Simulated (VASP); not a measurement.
# ZnS (F-43m) in VASP: a series of runs

ZnS is run at these levels: PBE+D4, RPBE, r2SCAN+rVV10; tasks: single point.

All numbers are computed with VASP 6.6.1; they aren't measurements. Logs are shortened: lines on timing, memory, paths and dates and some standing lists are left out, and cuts for length are marked.

**Measured values to compare with.**

From “Electronic, vibrational, and thermodynamic properties of ZnS (zincblende and rocksalt structure)”, 2009, arxiv:0911.5022, for a bulk crystal of ZnS at 19 K: band gap 3.85 eV (direct).

The runs below are set against these values where they give the same quantity.

## (1) The cell of the first run

The structure is cubic, space group F-43m (No. 216). Conventional cell: a = 5.378 Å, b = 5.378 Å, c = 5.378 Å, α = 90.00°, β = 90.00°, γ = 90.00°. Within 3.1 Å of Zn (site symmetry -43m) lie 4 S at 2.33 Å. S (site symmetry -43m) has 4 Zn at 2.33 Å within 3.1 Å.

## (2) Single point, PBE+D4

Contents of INCAR:

```
PREC = Accurate
ENCUT = 500
EDIFF = 1E-6
ISMEAR = -1
SIGMA = 0.05
LREAL = F
LASPH = T
NELM = 120
ALGO = Normal
ISIF = 2
LWAVE = F
LCHARG = T
GGA = PE
IVDW = 13
LELF = T
LVHAR = T
NBANDS = 16
GGA_COMPAT = F
```

Contents of KPOINTS:

```
Automatic mesh
0
Gamma
  9 9 9
```

Contents of POSCAR:

```
ZnS
1.0
    0.0000000000      2.6888758694      2.6888758694
    2.6888758694      0.0000000000      2.6888758694
    2.6888758694      2.6888758694      0.0000000000
Zn S
1 1
Direct
    0.7500000000      0.7500000000      0.7500000000
    0.0000000000      0.0000000000      0.0000000000
```

Potentials or basis: VASP PAW PBE potentials, release 64 (Zn, S).

Command:

```bash
$ cat potpaw_PBE.64/Zn/POTCAR potpaw_PBE.64/S/POTCAR > POTCAR
$ mpirun -np 1 vasp_std > vasp.out
```

OUTCAR:

```text
PREC = Accurate
   ENCUT = 500
   EDIFF = 1E-6
   ISMEAR = -1
   LREAL = F
   LASPH = T
   NELM = 120
   ISIF = 2
   GGA = PE
   IVDW = 13

 ion  position               nearest neighbor table
   1  0.750  0.750  0.750-   2 2.33   2 2.33   2 2.33   2 2.33
   2  0.000  0.000  0.000-   1 2.33   1 2.33   1 2.33   1 2.33

  LATTYP: Found a face centered cubic cell.
 ALAT       =     5.3777517388

  Lattice vectors:

 A1 = (   0.0000000000,   2.6888758694,   2.6888758694)
 A2 = (   2.6888758694,   0.0000000000,   2.6888758694)
 A3 = (   2.6888758694,   2.6888758694,   0.0000000000)

Analysis of symmetry for initial positions (statically):
=====================================================================
 Subroutine PRICEL returns:
 Original cell was already a primitive cell.

 Routine SETGRP: Setting up the symmetry group for a
 face centered cubic supercell.

 Subroutine GETGRP returns: Found 24 space group operations
 (whereof 24 operations were pure point group operations)
 out of a pool of 48 trial point group operations.

The static configuration has the point symmetry T_d .

Analysis of symmetry for dynamics (positions and initial velocities):
=====================================================================
 Subroutine PRICEL returns:
 Original cell was already a primitive cell.

 Routine SETGRP: Setting up the symmetry group for a
 face centered cubic supercell.

 Subroutine GETGRP returns: Found 24 space group operations
 (whereof 24 operations were pure point group operations)
 out of a pool of 48 trial point group operations.

The dynamic configuration has the point symmetry T_d .

 Subroutine INISYM returns: Found 24 space group operations
 (whereof 24 operations are pure point group operations),
 and found     1 'primitive' translations

----------------------------------------------------------------------------------------

                                     Primitive cell

  volume of cell :      38.8814

  direct lattice vectors                    reciprocal lattice vectors
     0.000000000  2.688875869  2.688875869    -0.185951314  0.185951314  0.185951314
     2.688875869  0.000000000  2.688875869     0.185951314 -0.185951314  0.185951314
     2.688875869  2.688875869  0.000000000     0.185951314  0.185951314 -0.185951314

  length of vectors
     3.802644722  3.802644722  3.802644722     0.322077123  0.322077123  0.322077123

  position of ions in fractional coordinates (direct lattice)
     0.750000000  0.750000000  0.750000000
     0.000000000  0.000000000  0.000000000

  ion indices of the primitive-cell ions
   primitive index   ion index
                 1           1
                 2           2

----------------------------------------------------------------------------------------

 KPOINTS: Automatic mesh

Automatic generation of k-mesh.
 Grid dimensions read from file:
 generate k-points for:    9    9    9

 Generating k-lattice:

  Cartesian coordinates                     Fractional coordinates (reciprocal lattice)
    -0.020661257  0.020661257  0.020661257     0.111111111  0.000000000  0.000000000
     0.020661257 -0.020661257  0.020661257     0.000000000  0.111111111  0.000000000
     0.020661257  0.020661257 -0.020661257     0.000000000  0.000000000  0.111111111

  Length of vectors
     0.035786347  0.035786347  0.035786347

  Shift w.r.t. Gamma in fractional coordinates (k-lattice)
     0.000000000  0.000000000  0.000000000

 Subroutine IBZKPT returns following result:
 ===========================================

 Found     35 irreducible k-points:

 Following reciprocal coordinates:
            Coordinates               Weight
  0.000000  0.000000  0.000000      1.000000
  0.111111  0.000000  0.000000      8.000000
  0.222222  0.000000  0.000000      8.000000
  0.333333  0.000000  0.000000      8.000000
  0.444444  0.000000  0.000000      8.000000
  0.111111  0.111111  0.000000      6.000000
[... 16 lines left out ...]
 -0.333333  0.333333  0.000000     12.000000
  0.444444  0.444444  0.000000      6.000000
 [... further k-points ...]
   k-points           NKPTS =     35   k-points in BZ     NKDIM =     35   number of bands    NBANDS=     16
   number of dos      NEDOS =    301   number of ions     NIONS =      2
   total plane-waves  NPLWV =  21952
   dimension x,y,z NGX =    28 NGY =   28 NGZ =   28
   dimension x,y,z NGXF=    56 NGYF=   56 NGZF=   56
   ions per type =               1   1
   NGX,Y,Z   is equivalent  to a cutoff of  12.24, 12.24, 12.24 a.u.
   NGXF,Y,Z  is equivalent  to a cutoff of  24.48, 24.48, 24.48 a.u.
 SYSTEM =  unknown system
   PREC   = accura    normal or accurate (medium, high low for compatibility)
   ISTART =      0    job   : 0-new  1-cont  2-samecut
   ICHARG =      2    charge: 1-file 2-atom 10-const
   ISPIN  =      1    spin polarized calculation?
   LNONCOLLINEAR =      F non collinear calculations
   LSORBIT =      F    spin-orbit coupling
   LASPH  =      T    aspherical Exc in radial PAW
   ENCUT  =  500.0 eV  36.75 Ry    6.06 a.u.   6.93  6.93  6.93*2*pi/ulx,y,z
   NELM   =    120;   NELMIN=  2; NELMDL= -5     # of ELM steps
   EDIFF  = 0.1E-05   stopping-criterion for ELM
   LREAL  =      F    real-space projection
   EDIFFG = 0.1E-04   stopping-criterion for IOM
   NSW    =      0    number of steps for IOM
   IBRION =     -1    ionic relax: 0-MD 1-quasi-New 2-CG
   NFREE  =      0    steps in history (QN), initial steepest desc. (CG)
   ISIF   =      2    stress and relaxation
   ISYM   =      2    0-nonsym 1-usesym 2-fastsym
   POTIM  = 0.5000    time-step for ionic-motion
   TEBEG  =    0.0;   TEEND  =   0.0 temperature during run
   PSTRESS=    0.0 pullay stress
   NELECT =      18.0000    total number of electrons
   NUPDOWN=      -1.0000    fix difference up-down
   EMIN   =  10.00;   EMAX   =-10.00  energy-range for DOS
   EFERMI =   0.00;   METHOD = LEGACY
   ISMEAR =    -1;   SIGMA  =   0.05  broadening in eV -4-tet -1-fermi 0-gaus
   EFERMI_NEDOS =   21; number of points for ismear=-14 and -15
   IALGO  =     38    algorithm
   IMIX   =      4    mixing-type and parameters
     AMIX     =   0.40;   BMIX     =  1.00
     AMIX_MAG =   1.60;   BMIX_MAG =  1.00
  volume/ion in A,a.u.               =      19.44       131.19
  Fermi-wavevector in a.u.,A,eV,Ry     =   1.266441  2.393226 21.822009  1.603872
  Thomas-Fermi vector in A             =   2.399641
   LORBIT       =      0    0 simple, 1 ext, 2 COOP (PROOUT), +10 PAW based schemes
   GGA     = PE    functional components
   LHFCALC =     F    Hartree Fock is set to
   AEXX    =    0.0000 exact exchange contribution
   IVDW    =    13    specifies the selected vdW correction
   LEPSILON=     F    determine dielectric tensor
   LRPA    =     F    only Hartree local field effects (RPA)
 non-spin polarized calculation
  energy-cutoff  :      500.00
  volume of cell :       38.88
 maximum number of plane-waves:      1002
   NGX = 13   NGY = 13   NGZ = 13

 number of electron      18.0000009 magnetization

 Free energy of the ion-electron system (eV)
  ---------------------------------------------------
  ext. energy  EPLUGINS =         0.00000000
  ---------------------------------------------------
  free energy    TOTEN  =        -6.83860987 eV

  energy without entropy =       -6.83860987  energy(sigma->0) =       -6.83860987

 E-fermi :   3.2337     XC(G=0):  -9.6993

 val. band max:        2.2441594524   @ k =   0.0000   0.0000   0.0000
 cond. band min:       4.4226895225   @ k =   0.0000   0.0000   0.0000
 fundamental gap:      2.1785300702
 Fermi energy:         3.2337186696

 k-point     1 :       0.0000    0.0000    0.0000
  band No.  band energies     occupation
      1     -10.9992      2.00000
      2      -4.1542      2.00000
      3      -4.1542      2.00000
      4      -4.1542      2.00000
      5      -3.6384      2.00000
      6      -3.6384      2.00000
[... 8 lines left out ...]
     15      14.0239      0.00000
     16      14.1971      0.00000

 k-point     2 :       0.1111    0.0000    0.0000
  band No.  band energies     occupation
      1     -10.9040      2.00000
      2      -4.1548      2.00000
      3      -4.1368      2.00000
      4      -4.1368      2.00000
      5      -3.6400      2.00000
      6      -3.6400      2.00000
[... 8 lines left out ...]
     15      13.5083      0.00000
     16      14.8827      0.00000

 k-point     3 :       0.2222    0.0000    0.0000
  band No.  band energies     occupation
      1     -10.6466      2.00000
      2      -4.1288      2.00000
      3      -4.0959      2.00000
      4      -4.0959      2.00000
      5      -3.6388      2.00000
      6      -3.6388      2.00000
[... 8 lines left out ...]
     15      13.1593      0.00000
     16      14.6721      0.00000

 k-point     4 :       0.3333    0.0000    0.0000
  band No.  band energies     occupation
      1     -10.3193      2.00000
      2      -4.0572      2.00000
      3      -4.0572      2.00000
      4      -3.9949      2.00000
      5      -3.6262      2.00000
      6      -3.6262      2.00000
[... 8 lines left out ...]
     15      13.8523      0.00000
     16      14.1552      0.00000
[... 324 lines left out ...]
 k-point    22 :      -0.4444    0.3333    0.0000
  band No.  band energies     occupation
      1      -9.7719      2.00000
      2      -4.0896      2.00000
      3      -3.8641      2.00000
      4      -3.7773      2.00000
      5      -3.5927      2.00000
      6      -3.3450      2.00000
[... 8 lines left out ...]
     15      15.3091      0.00000
     16      17.5532      0.00000

 k-point    23 :      -0.3333    0.3333    0.0000
  band No.  band energies     occupation
      1      -9.8045      2.00000
      2      -4.0458      2.00000
      3      -3.9039      2.00000
      4      -3.6997      2.00000
      5      -3.6229      2.00000
      6      -3.3554      2.00000
[... 8 lines left out ...]
     15      13.9617      0.00000
     16      18.8708      0.00000

 k-point    24 :       0.4444    0.4444    0.0000
  band No.  band energies     occupation
      1      -9.7701      2.00000
      2      -4.1972      2.00000
      3      -3.8140      2.00000
      4      -3.8140      2.00000
      5      -3.5623      2.00000
      6      -3.4791      2.00000
[... 8 lines left out ...]
     15      15.8864      0.00000
     16      17.3451      0.00000

 [... further k-points ...]

------------------------ aborting loop because EDIFF is reached ----------------------------------------

  DFT-D4 for vdW energy calculation

  Edisp (eV):   -0.62140

  FORCE on cell =-STRESS in cart. coord.  units (eV):
  Direction    XX          YY          ZZ          XY          YZ          ZX
  --------------------------------------------------------------------------------------
  -------------------------------------------------------------------------------------
  Total       0.04017     0.04017     0.04017     0.00000     0.00000    -0.00000
  in kB       1.65537     1.65537     1.65537     0.00000     0.00000    -0.00000
  external pressure =        1.66 kB  Pullay stress =        0.00 kB

 VOLUME and BASIS-vectors are now :
 -----------------------------------------------------------------------------
  energy-cutoff  :      500.00
  volume of cell :       38.88
      direct lattice vectors                 reciprocal lattice vectors
     0.000000000  2.688875869  2.688875869    -0.185951314  0.185951314  0.185951314
     2.688875869  0.000000000  2.688875869     0.185951314 -0.185951314  0.185951314
     2.688875869  2.688875869  0.000000000     0.185951314  0.185951314 -0.185951314

 POSITION                                       TOTAL-FORCE (eV/Angst)
 -----------------------------------------------------------------------------------
      4.03331      4.03331      4.03331        -0.000000     -0.000000     -0.000000
      0.00000      0.00000      0.00000         0.000000      0.000000      0.000000
 -----------------------------------------------------------------------------------
    total drift:                                0.000001      0.000001      0.000001

  FREE ENERGIE OF THE ION-ELECTRON SYSTEM (eV)
  ---------------------------------------------------
  free  energy   TOTEN  =        -7.4600050841 eV

  energy  without entropy=       -7.4600050840  energy(sigma->0) =       -7.46000508
```

Wall time 16 s (1 thread of Intel Xeon Platinum 8259CL at 2.50GHz (Skylake/Cascade Lake), shared host); peak memory 0.16 GiB.

Results:

```
Free energy                : -7.4600 eV
Pressure                   : 0.2 GPa
Band gap on the k mesh     : 2.18 eV
Dispersion energy per atom : -0.311 eV
```

Levels at points of the mesh, in eV from the valence-band top:
| k point | band 5 | band 6 | band 7 | band 8 | band 9 | band 10 | band 11 | band 12 | band 13 | band 14 |
| --- | --- | --- | --- | --- | --- | --- | --- | --- | --- | --- |
| (0.00, 0.00, 0.00) | -5.88 | -5.88 | 0.00 | 0.00 | 0.00 | 2.18 | 6.39 | 6.39 | 6.39 | 11.78 |

## (3) Single point, RPBE

This run uses another cell than the first one, of 20.93 Å³/atom.

Contents of INCAR:

```
SYSTEM = ZnS
PREC = Accurate
ENCUT = 500
EDIFF = 1E-6
ISMEAR = -1
SIGMA = 0.05
LREAL = .False.
LASPH = .True.
NELM = 120
ALGO = Normal
ISIF = 2
LWAVE = .False.
LCHARG = .True.
GGA = RP
LELF = .True.
LVHAR = .True.
NBANDS = 16
GGA_COMPAT = .False.
```

Contents of KPOINTS:

```
Automatic mesh
0
Gamma
  9 9 9
  0 0 0
```

Contents of POSCAR:

```
ZnS
1.0
    0.0000000000      2.7559502635      2.7559502635
    2.7559502635      0.0000000000      2.7559502635
    2.7559502635      2.7559502635      0.0000000000
Zn S
1 1
Direct
    0.7500000000      0.7500000000      0.7500000000
    0.0000000000      0.0000000000      0.0000000000
```

Potentials or basis: VASP PAW PBE potentials, release 64 (Zn, S).

Command:

```bash
$ cat potpaw_PBE.64/Zn/POTCAR potpaw_PBE.64/S/POTCAR > POTCAR
$ mpirun -np 1 vasp_std > vasp.out
```

It took 19 s on 1 thread of Intel Xeon Platinum 8259CL at 2.50GHz (Skylake/Cascade Lake), shared host; peak memory 0.16 GiB.

Results (log left out):

```
Free energy            : -6.2057 eV
Pressure               : 0.1 GPa
Band gap on the k mesh : 2.03 eV
```

Levels at points of the mesh, in eV from the valence-band top:
```tsv
k point	band 6	band 7	band 8	band 9	band 10	band 11	band 12	band 13
(0.00, 0.00, 0.00)	-5.64	0.00	0.00	0.00	2.03	6.49	6.49	6.49
```

Caveat: the PAW data sets were made with another functional, which shifts forces and pressure a little.

## (4) Single point, r2SCAN+rVV10

This run uses another cell than the first one, of 19.73 Å³/atom.

Contents of POSCAR:

```
ZnS
1.0
    0.0000000000      2.7020000000      2.7020000000
    2.7020000000      0.0000000000      2.7020000000
    2.7020000000      2.7020000000      0.0000000000
Zn S
1 1
Direct
    0.7500000000      0.7500000000      0.7500000000
    0.0000000000      0.0000000000      0.0000000000
```

Contents of INCAR.step1:

```
SYSTEM = ZnS
  PREC = Accurate
  ENCUT = 550
  ISMEAR = 0
  SIGMA = 0.01
  LREAL = .FALSE.
  LASPH = .TRUE.
  NELM = 120
  NBANDS = 16
  GGA = PE
  ALGO = Normal
  EDIFF = 1E-5
  LWAVE = .TRUE.
  LCHARG = .FALSE.
  GGA_COMPAT = .FALSE.
```

Contents of INCAR.step2:

```
SYSTEM = ZnS
  PREC = Accurate
  ENCUT = 550
  EDIFF = 1E-6
  ISMEAR = 0
  SIGMA = 0.01
  LREAL = .FALSE.
  LASPH = .TRUE.
  NELM = 120
  ALGO = Normal
  ISIF = 2
  LWAVE = .FALSE.
  LCHARG = .FALSE.
  METAGGA = R2SCAN
  LMIXTAU = .TRUE.
  LUSE_VDW = .TRUE.
  IVDW_NL = 2
  BPARAM = 11.95
  CPARAM = 0.0093
  NBANDS = 16
  ISTART = 1
  GGA_COMPAT = .FALSE.
```

Contents of KPOINTS:

```
regular mesh
0
G
  9 9 9
  0 0 0
```

Command:

```bash
$ cat potpaw_PBE.64/Zn/POTCAR potpaw_PBE.64/S/POTCAR > POTCAR
$ cp INCAR.step1 INCAR
$ mpirun -np 1 vasp_std > vasp.out
$ cp INCAR.step2 INCAR
$ mpirun -np 1 vasp_std > vasp.out
```

It took 2.1 min on 1 thread of Intel Xeon Platinum 8259CL at 2.50GHz (Skylake/Cascade Lake), shared host; peak memory 0.29 GiB.

The run converged. Its results:

```yaml
Free_energy: -18.3565 eV
Pressure: -1.5 GPa
Band_gap_on_the_k_mesh: 2.62 eV
```

Levels at points of the mesh, in eV from the valence-band top:
```csv
k point,band 5,band 6,band 7,band 8,band 9,band 10,band 11,band 12,band 13,band 14
"(0.00, 0.00, 0.00)",-5.95,-5.95,0.00,0.00,0.00,2.62,6.88,6.88,6.88,12.29
```

Caveat: the PAW data sets were made with another functional, which shifts forces and pressure a little. r2SCAN opens gaps a little over a GGA but as a rule still falls short of measured ones.

## (5) Summary

```tsv
level	cell	cutoff (eV)	smearing	gap on the mesh (eV)	pressure (GPa)
PBE+D4	a = 3.803 Å, angles 60.0°, 2 atoms	500	fermi-dirac 0.05 eV	2.18	0.2
RPBE	a = 3.898 Å, angles 60.0°, 2 atoms	500	fermi-dirac 0.05 eV	2.03	0.1
r2SCAN+rVV10	a = 3.821 Å, angles 60.0°, 2 atoms	550	gaussian 0.01 eV	2.62	-1.5
```

Alike in all rows: task single point; potentials or basis VASP PAW PBE potentials, release 64 (Zn, S); no spin polarisation; k mesh 9 × 9 × 9.

Caveats: the PAW data sets were made with another functional, which shifts forces and pressure a little (at least some runs).

Absolute energies hang on the potentials; compare differences alone.

## (6) Comparison with measurements

Step 2. A measured gap of ZnS is 3.85 eV (direct; 19 K; quoted in “Electronic, vibrational, and thermodynamic properties of ZnS (zincblende and rocksalt structure)”, 2009, arxiv:0911.5022); the calculated 2.18 eV misses it by -1.67 eV. The value is that of PBE+D4, without temperature or zero-point motion. Semilocal functionals fall short of measured gaps as a rule.

Step 3. Measured gap of ZnS: 3.85 eV (direct; 19 K; quoted in “Electronic, vibrational, and thermodynamic properties of ZnS (zincblende and rocksalt structure)”, 2009, arxiv:0911.5022). This calculation gives 2.03 eV (-1.82 eV). The value is that of RPBE, without temperature or zero-point motion. Semilocal functionals fall short of measured gaps as a rule.
